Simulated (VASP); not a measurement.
# PdCl4 (I4/mmm) in VASP: single point with PBE

Aim: the single point of PdCl4 with PBE.

All numbers are computed with VASP 6.6.1; they aren't measurements. Logs are shortened: lines on timing, memory, paths and dates and some standing lists are left out, and cuts for length are marked.

### Step 1. The cell of the first run

The structure is tetragonal, space group I4/mmm (No. 139). The conventional cell has a = 7.288 Å, b = 7.288 Å, c = 5.549 Å, α = 90.00°, β = 90.00°, γ = 90.00°. Pd (site symmetry 4/mmm) has 4 Cl at 2.28 Å within 3.0 Å. Within 3.0 Å of Cl (site symmetry m2m) lie 1 Pd at 2.28 Å and 2 Cl at 2.84 Å.

The cell was generated, and may not be a known phase.

### Step 2. Single point, PBE, collinear spin

Contents of INCAR:

```
SYSTEM = PdCl4
  PREC = Accurate
  ENCUT = 520
  EDIFF = 1E-7
  ISMEAR = 0
  SIGMA = 0.1
  LREAL = .FALSE.
  LASPH = .TRUE.
  NELM = 150
  ALGO = Normal
  ISIF = 2
  LWAVE = .FALSE.
  LCHARG = .TRUE.
  ISPIN = 2
  MAGMOM = 1 0 0 0 0
  LORBIT = 11
  LMAXMIX = 4
  GGA = PE
  LELF = .TRUE.
  LVHAR = .TRUE.
  NBANDS = 31
```

Contents of KPOINTS:

```
Automatic mesh
0
G
  4 4 4
  0 0 0
```

Contents of POSCAR:

```
PdCl4
1.0
   -3.6438485813      3.6438485813      2.7744739740
    3.6438485813     -3.6438485813      2.7744739740
    3.6438485813      3.6438485813     -2.7744739740
Pd Cl
1 4
Direct
    0.0000000000      0.0000000000      0.0000000000
    0.7785408007      0.7785408007      0.5570816013
    0.2214591993      0.7785408007      0.0000000000
    0.7785408007      0.2214591993      0.0000000000
    0.2214591993      0.2214591993      0.4429183987
```

Potentials or basis: VASP PAW PBE potentials, release 64 (Pd, Cl).

Command:

```
$ cat potpaw_PBE.64/Pd/POTCAR potpaw_PBE.64/Cl/POTCAR > POTCAR
$ mpirun -np 1 vasp_std > vasp.out
```

OUTCAR:

```text
SYSTEM = PdCl4
   PREC = Accurate
   ENCUT = 520
   EDIFF = 1E-7
   ISMEAR = 0
   LREAL = .FALSE.
   LASPH = .TRUE.
   NELM = 150
   ISIF = 2
   ISPIN = 2
   LORBIT = 11
   GGA = PE

 ion  position               nearest neighbor table
   1  0.000  0.000  0.000-   3 2.28   4 2.28   2 2.28   5 2.28
   2  0.779  0.779  0.557-   1 2.28
   3  0.221  0.779  0.000-   1 2.28
   4  0.779  0.221  0.000-   1 2.28
   5  0.221  0.221  0.443-   1 2.28

  LATTYP: Found a body centered tetragonal cell.
 ALAT       =     7.2876971626
 C/A-ratio  =     0.7614130807

  Lattice vectors:

 A1 = (  -3.6438485813,   3.6438485813,   2.7744739740)
 A2 = (   3.6438485813,  -3.6438485813,   2.7744739740)
 A3 = (   3.6438485813,   3.6438485813,  -2.7744739740)

Analysis of symmetry for initial positions (statically):
=====================================================================
 Subroutine PRICEL returns:
 Original cell was already a primitive cell.

 Routine SETGRP: Setting up the symmetry group for a
 body centered tetragonal supercell.

 Subroutine GETGRP returns: Found 16 space group operations
 (whereof 16 operations were pure point group operations)
 out of a pool of 16 trial point group operations.

The static configuration has the point symmetry D_4h.

Analysis of symmetry for dynamics (positions and initial velocities):
=====================================================================
 Subroutine PRICEL returns:
 Original cell was already a primitive cell.

 Routine SETGRP: Setting up the symmetry group for a
 body centered tetragonal supercell.

 Subroutine GETGRP returns: Found 16 space group operations
 (whereof 16 operations were pure point group operations)
 out of a pool of 16 trial point group operations.

The dynamic configuration has the point symmetry D_4h.

Analysis of structural, dynamic, and magnetic symmetry:
=====================================================================
 Subroutine PRICEL returns:
 Original cell was already a primitive cell.

 Routine SETGRP: Setting up the symmetry group for a
 body centered tetragonal supercell.

 Subroutine GETGRP returns: Found 16 space group operations
 (whereof 16 operations were pure point group operations)
 out of a pool of 16 trial point group operations.

The overall configuration has the point symmetry D_4h.

 Subroutine INISYM returns: Found 16 space group operations
 (whereof 16 operations are pure point group operations),
 and found     1 'primitive' translations

----------------------------------------------------------------------------------------

                                     Primitive cell

  volume of cell :     147.3538

  direct lattice vectors                    reciprocal lattice vectors
    -3.643848581  3.643848581  2.774473974     0.000000000  0.137217557  0.180214341
     3.643848581 -3.643848581  2.774473974     0.137217557  0.000000000  0.180214341
     3.643848581  3.643848581 -2.774473974     0.137217557  0.137217557  0.000000000

  length of vectors
     5.852603762  5.852603762  5.852603762     0.226507984  0.226507984  0.194054930

  position of ions in fractional coordinates (direct lattice)
     0.000000000  0.000000000  0.000000000
     0.778540801  0.778540801  0.557081601
     0.221459199  0.778540801  0.000000000
     0.778540801  0.221459199  0.000000000
     0.221459199  0.221459199  0.442918399

  ion indices of the primitive-cell ions
   primitive index   ion index
                 1           1
                 2           2
                 3           3
                 4           4
                 5           5

----------------------------------------------------------------------------------------

 KPOINTS: Automatic mesh

Automatic generation of k-mesh.
 Grid dimensions read from file:
 generate k-points for:    4    4    4

 Generating k-lattice:

  Cartesian coordinates                     Fractional coordinates (reciprocal lattice)
     0.000000000  0.034304389  0.045053585     0.250000000  0.000000000  0.000000000
     0.034304389  0.000000000  0.045053585     0.000000000  0.250000000  0.000000000
     0.034304389  0.034304389  0.000000000     0.000000000  0.000000000  0.250000000

  Length of vectors
     0.056626996  0.056626996  0.048513732

  Shift w.r.t. Gamma in fractional coordinates (k-lattice)
     0.000000000  0.000000000  0.000000000

 Subroutine IBZKPT returns following result:
 ===========================================

 Found     13 irreducible k-points:

 Following reciprocal coordinates:
            Coordinates               Weight
  0.000000  0.000000  0.000000      1.000000
  0.250000  0.000000 -0.000000      8.000000
  0.500000  0.000000 -0.000000      4.000000
  0.250000  0.250000 -0.000000      8.000000
  0.500000  0.250000 -0.000000     16.000000
 -0.250000  0.250000  0.000000      4.000000
  0.500000  0.500000 -0.000000      2.000000
  0.250000  0.250000  0.250000      2.000000
 -0.250000  0.250000  0.250000      4.000000
  0.500000  0.500000  0.250000      4.000000
 -0.250000  0.500000  0.250000      8.000000
 -0.250000 -0.250000  0.250000      2.000000
  0.500000  0.500000  0.500000      1.000000
   k-points           NKPTS =     13   k-points in BZ     NKDIM =     13   number of bands    NBANDS=     31
   number of dos      NEDOS =    301   number of ions     NIONS =      5
   total plane-waves  NPLWV = 110592
   dimension x,y,z NGX =    48 NGY =   48 NGZ =   48
   dimension x,y,z NGXF=    96 NGYF=   96 NGZF=   96
   ions per type =               1   4
   NGX,Y,Z   is equivalent  to a cutoff of  13.63, 13.63, 13.63 a.u.
   NGXF,Y,Z  is equivalent  to a cutoff of  27.27, 27.27, 27.27 a.u.
 SYSTEM =  PdCl4
   PREC   = accura    normal or accurate (medium, high low for compatibility)
   ISTART =      0    job   : 0-new  1-cont  2-samecut
   ICHARG =      2    charge: 1-file 2-atom 10-const
   ISPIN  =      2    spin polarized calculation?
   LNONCOLLINEAR =      F non collinear calculations
   LSORBIT =      F    spin-orbit coupling
   LASPH  =      T    aspherical Exc in radial PAW
   ENCUT  =  520.0 eV  38.22 Ry    6.18 a.u.  10.88 10.88 10.88*2*pi/ulx,y,z
   NELM   =    150;   NELMIN=  2; NELMDL= -5     # of ELM steps
   EDIFF  = 0.1E-06   stopping-criterion for ELM
   LREAL  =      F    real-space projection
   EDIFFG = 0.1E-05   stopping-criterion for IOM
   NSW    =      0    number of steps for IOM
   IBRION =     -1    ionic relax: 0-MD 1-quasi-New 2-CG
   NFREE  =      0    steps in history (QN), initial steepest desc. (CG)
   ISIF   =      2    stress and relaxation
   ISYM   =      2    0-nonsym 1-usesym 2-fastsym
   POTIM  = 0.5000    time-step for ionic-motion
   TEBEG  =    0.0;   TEEND  =   0.0 temperature during run
   PSTRESS=    0.0 pullay stress
   NELECT =      38.0000    total number of electrons
   NUPDOWN=      -1.0000    fix difference up-down
   EMIN   =  10.00;   EMAX   =-10.00  energy-range for DOS
   EFERMI =   0.00;   METHOD = LEGACY
   ISMEAR =     0;   SIGMA  =   0.10  broadening in eV -4-tet -1-fermi 0-gaus
   EFERMI_NEDOS =   21; number of points for ismear=-14 and -15
   IALGO  =     38    algorithm
   IMIX   =      4    mixing-type and parameters
     AMIX     =   0.40;   BMIX     =  1.00
     AMIX_MAG =   1.60;   BMIX_MAG =  1.00
  volume/ion in A,a.u.               =      29.47       198.88
  Fermi-wavevector in a.u.,A,eV,Ry     =   1.042035  1.969160 14.773706  1.085837
  Thomas-Fermi vector in A             =   2.176682
   LORBIT       =     11    0 simple, 1 ext, 2 COOP (PROOUT), +10 PAW based schemes
   GGA     = PE    functional components
   LHFCALC =     F    Hartree Fock is set to
   AEXX    =    0.0000 exact exchange contribution
   IVDW    =     0    specifies the selected vdW correction
   LEPSILON=     F    determine dielectric tensor
   LRPA    =     F    only Hartree local field effects (RPA)
 spin polarized calculation
 Gauss-broadening in eV      SIGMA  =   0.10
  energy-cutoff  :      520.00
  volume of cell :      147.35
 maximum number of plane-waves:      3986
 NGX is ok and might be reduce to    48
   NGX = 21   NGY = 21   NGZ = 21

 number of electron      38.0000000 magnetization      -0.0000972

 number of electron      38.0000000 magnetization       0.0000038

 Free energy of the ion-electron system (eV)
  ---------------------------------------------------
  ext. energy  EPLUGINS =         0.00000000
  ---------------------------------------------------
  free energy    TOTEN  =       -13.40684631 eV

  energy without entropy =      -13.40105306  energy(sigma->0) =      -13.40394968

 E-fermi :  -0.0691     XC(G=0):  -7.7367

 val. band max:       -0.1380144736   @ k =   0.2500   0.0000  -0.0000
 cond. band min:       0.0312361133   @ k =  -0.2500   0.2500   0.0000
 fundamental gap:      0.1692505869
 Fermi energy:        -0.0691078628

 spin component 1

 k-point     1 :       0.0000    0.0000    0.0000
  band No.  band energies     occupation
      1     -15.1879      1.00000
      2     -14.6783      1.00000
      3     -13.6744      1.00000
      4     -13.6744      1.00000
      5      -4.8524      1.00000
      6      -4.5609      1.00000
[... 23 lines left out ...]
     30      12.5608      0.00000
     31      12.5617      0.00000

 k-point     2 :       0.2500    0.0000   -0.0000
  band No.  band energies     occupation
      1     -15.0134      1.00000
      2     -14.5594      1.00000
      3     -13.9107      1.00000
      4     -13.8567      1.00000
      5      -4.9575      1.00000
      6      -4.6740      1.00000
[... 23 lines left out ...]
     30      11.7311      0.00000
     31      12.1035      0.00000

 k-point     3 :       0.5000    0.0000   -0.0000
  band No.  band energies     occupation
      1     -14.6974      1.00000
      2     -14.2865      1.00000
      3     -14.2461      1.00000
      4     -14.2313      1.00000
      5      -5.0583      1.00000
      6      -4.7790      1.00000
[... 329 lines left out ...]
     30      11.6724      0.00000
     31      12.2172      0.00000

 k-point    13 :       0.5000    0.5000    0.5000
  band No.  band energies     occupation
      1     -14.7388      1.00000
      2     -14.7388      1.00000
      3     -14.1695      1.00000
      4     -13.6794      1.00000
      5      -4.8589      1.00000
      6      -4.8455      1.00000
[... 23 lines left out ...]
     30      10.5967      0.00000
     31      11.7639      0.00000
 Fermi energy:        -0.0691078628

 spin component 2

 k-point     1 :       0.0000    0.0000    0.0000
  band No.  band energies     occupation
      1     -15.1879      1.00000
      2     -14.6783      1.00000
      3     -13.6744      1.00000
      4     -13.6744      1.00000
      5      -4.8524      1.00000
      6      -4.5609      1.00000
[... 23 lines left out ...]
     30      12.5606      0.00000
     31      12.5621      0.00000

 k-point     2 :       0.2500    0.0000   -0.0000
  band No.  band energies     occupation
      1     -15.0134      1.00000
      2     -14.5594      1.00000
      3     -13.9107      1.00000
      4     -13.8567      1.00000
      5      -4.9575      1.00000
      6      -4.6740      1.00000
[... 23 lines left out ...]
     30      11.7311      0.00000
     31      12.1058      0.00000

 k-point     3 :       0.5000    0.0000   -0.0000
  band No.  band energies     occupation
      1     -14.6974      1.00000
      2     -14.2865      1.00000
      3     -14.2461      1.00000
      4     -14.2313      1.00000
      5      -5.0583      1.00000
      6      -4.7790      1.00000
[... 329 lines left out ...]
     30      11.6724      0.00000
     31      12.2172      0.00000

 k-point    13 :       0.5000    0.5000    0.5000
  band No.  band energies     occupation
      1     -14.7388      1.00000
      2     -14.7388      1.00000
      3     -14.1695      1.00000
      4     -13.6794      1.00000
      5      -4.8589      1.00000
      6      -4.8455      1.00000
[... 23 lines left out ...]
     30      10.5967      0.00000
     31      11.7639      0.00000

------------------------ aborting loop because EDIFF is reached ----------------------------------------

  FORCE on cell =-STRESS in cart. coord.  units (eV):
  Direction    XX          YY          ZZ          XY          YZ          ZX
  --------------------------------------------------------------------------------------
  -------------------------------------------------------------------------------------
  Total       -0.1943935     -0.1943935     -0.3277769      0.0000000     -0.0000000      0.0000000
  in kB       -2.1136399     -2.1136399     -3.5639171      0.0000000     -0.0000000      0.0000000
  external PRESSURE =      -2.5970656 kB  Pullay stress =       0.0000000 kB

 VOLUME and BASIS-vectors are now :
 -----------------------------------------------------------------------------
  energy-cutoff  :      520.00
  volume of cell :      147.35
      direct lattice vectors                 reciprocal lattice vectors
    -3.643848581  3.643848581  2.774473974     0.000000000  0.137217557  0.180214341
     3.643848581 -3.643848581  2.774473974     0.137217557  0.000000000  0.180214341
     3.643848581  3.643848581 -2.774473974     0.137217557  0.137217557  0.000000000

 POSITION                                       TOTAL-FORCE (eV/Angst)
 -----------------------------------------------------------------------------------
      0.00000      0.00000      0.00000         0.000000      0.000000      0.000000
      2.02992      2.02992      2.77447         0.015730      0.015730     -0.000000
      2.02992     -2.02992      2.77447         0.015730     -0.015730     -0.000000
     -2.02992      2.02992      2.77447        -0.015730      0.015730     -0.000000
      1.61393      1.61393     -0.00000        -0.015730     -0.015730      0.000000
 -----------------------------------------------------------------------------------
    total drift:                                0.000000      0.000000     -0.000000

  FREE ENERGIE OF THE ION-ELECTRON SYSTEM (eV)
  ---------------------------------------------------
  free  energy   TOTEN  =       -13.4068463063 eV

  energy  without entropy=      -13.4010530572  energy(sigma->0) =      -13.40394968

 total charge

# of ion       s       p       d       tot
------------------------------------------
    1        0.481   0.537   8.379   9.397
    2        1.621   3.381   0.000   5.002
    3        1.621   3.381   0.000   5.002
    4        1.621   3.381   0.000   5.002
    5        1.621   3.381   0.000   5.002
--------------------------------------------------
tot          6.967  14.059   8.379  29.405

 magnetization (x)

# of ion       s       p       d       tot
------------------------------------------
    1       -0.000  -0.000  -0.000  -0.000
    2       -0.000   0.000   0.000   0.000
    3       -0.000   0.000   0.000   0.000
    4       -0.000   0.000   0.000   0.000
    5       -0.000   0.000   0.000   0.000
--------------------------------------------------
tot         -0.000   0.000  -0.000  -0.000
```

It took 1.9 min on 1 thread of AMD EPYC 9R45 (Zen 5), shared host; peak memory 0.4 GiB.

Results:

- Free energy: -13.4068 eV
- Pressure: -0.3 GPa
- Largest force: 0.022 eV/Å
- Band gap on the k mesh: zero (filled and empty bands overlap)
- Net moment: 0.00 μB per cell
- Valence electrons inside the program's atomic spheres: Pd 9.40; Cl 5.00

Forces in eV/Å, atoms in the order of the input:
```
Pd   0.000  0.000  0.000
Cl   0.016  0.016  0.000
Cl   0.016 -0.016  0.000
Cl  -0.016  0.016  0.000
Cl  -0.016 -0.016  0.000
```

Levels at points of the mesh, in eV from the Fermi level:
Spin up:
| k point | band 15 | band 16 | band 17 | band 18 | band 19 | band 20 | band 21 | band 22 | band 23 | band 24 |
| --- | --- | --- | --- | --- | --- | --- | --- | --- | --- | --- |
| (0.00, 0.00, 0.00) | -1.36 | -0.84 | -0.46 | -0.30 | -0.19 | 0.49 | 2.10 | 4.93 | 6.40 | 6.96 |
| (0.50, 0.00, 0.00) | -1.14 | -1.13 | -0.90 | -0.71 | -0.69 | -0.68 | 1.69 | 5.82 | 7.16 | 8.56 |
| (0.50, 0.50, 0.00) | -1.19 | -1.17 | -1.14 | -0.33 | 0.18 | 0.99 | 1.54 | 6.79 | 7.15 | 8.25 |
| (0.50, 0.50, 0.50) | -1.11 | -1.10 | -0.89 | -0.89 | 0.99 | 0.99 | 1.59 | 8.24 | 8.24 | 8.24 |
Spin down:
| k point | band 15 | band 16 | band 17 | band 18 | band 19 | band 20 | band 21 | band 22 | band 23 | band 24 |
| --- | --- | --- | --- | --- | --- | --- | --- | --- | --- | --- |
| (0.00, 0.00, 0.00) | -1.36 | -0.84 | -0.46 | -0.30 | -0.19 | 0.49 | 2.10 | 4.93 | 6.40 | 6.96 |
| (0.50, 0.00, 0.00) | -1.14 | -1.13 | -0.90 | -0.71 | -0.69 | -0.68 | 1.69 | 5.82 | 7.16 | 8.56 |
| (0.50, 0.50, 0.00) | -1.19 | -1.17 | -1.14 | -0.33 | 0.18 | 0.99 | 1.54 | 6.79 | 7.15 | 8.25 |
| (0.50, 0.50, 0.50) | -1.11 | -1.10 | -0.89 | -0.89 | 0.99 | 0.99 | 1.59 | 8.24 | 8.24 | 8.24 |

The gap in the log of VASP goes by the Fermi energy; the results here count the filled bands.